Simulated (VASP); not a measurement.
Pt, 1 atom in the cell. Symmetry: Fm-3m, No. 225, cubic system. The conventional cell has a = 4.032 Å, b = 4.032 Å, c = 4.032 Å, α = 90.00°, β = 90.00°, γ = 90.00°. Pt (site symmetry m-3m) has 12 Pt at 2.85 Å within 3.8 Å. 

```yaml
Program: VASP 6.6.1
Task: single point
Functional: PBEsol
Potentials_or_basis: VASP PAW PBE potentials, release 64 (Pt)
Cutoff: 520 eV
k_mesh: 22 × 22 × 22
Occupations: gaussian, width 0.15 eV
Spin: collinear spin
Starting_moments: "[0.35] μB"
Fixed_moment: 0.35 μB
Dipole_correction: no
Further_INCAR_settings: ALGO = Normal; EDIFF = 1e-07; NBANDS = 15
```

Potentials or basis: VASP PAW PBE potentials, release 64 (Pt).

Command:

```bash
$ cat potpaw_PBE.64/Pt/POTCAR > POTCAR
$ mpirun -np 1 vasp_std > vasp.out
```

Hardware: 1 thread of Intel Xeon 8259CL, with other jobs on the host.

Question: Estimate the wall time of this run.

Answer: Run time: 3.1 min on 1 thread of Intel Xeon 8259CL, on a shared host, peak memory 0.24 GiB. Counts: scf iterations 13, k points 328.
